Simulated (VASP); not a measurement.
Ti, 1 atom in the cell. Symmetry: P6/mmm, No. 191, hexagonal system. Conventional cell: a = 2.688 Å, b = 2.688 Å, c = 2.687 Å, α = 90.00°, β = 90.00°, γ = 120.00°. Ti (site symmetry 6/mmm) has 8 Ti at 2.69 Å within 3.5 Å. This isn't the form of Ti at room conditions, which is hcp.

* Program: VASP 6.6.1
* Task: relaxation of cell and atoms
* Functional: PBEsol
* Potentials or basis: VASP PAW PBE potentials, release 64 (Ti_sv)
* Cutoff: 600 eV
* k mesh: 16 × 16 × 15
* Occupations: fermi-dirac, width 0.08 eV
* Spin: no spin polarisation
* Target pressure: 0.59 GPa
* Dipole correction: no
* Further INCAR settings: ALGO = Normal; EDIFF = 1e-06; IBRION = 2; EDIFFG = -0.005; NSW = 32; ISIF = 3

Potentials or basis: VASP PAW PBE potentials, release 64 (Ti_sv).

Run with:

```sh
$ cat potpaw_PBE.64/Ti_sv/POTCAR > POTCAR
$ mpirun -np 1 vasp_std > vasp.out
```

Hardware: 1 thread of Intel Xeon 8259CL, with other jobs on the host.

Estimate the wall time of this run.

Wall time 3.1 min on 1 thread of Intel Xeon 8259CL, on a shared host, peak memory 0.19 GiB. Counts: scf iterations 53, k points 240, ion steps 9.
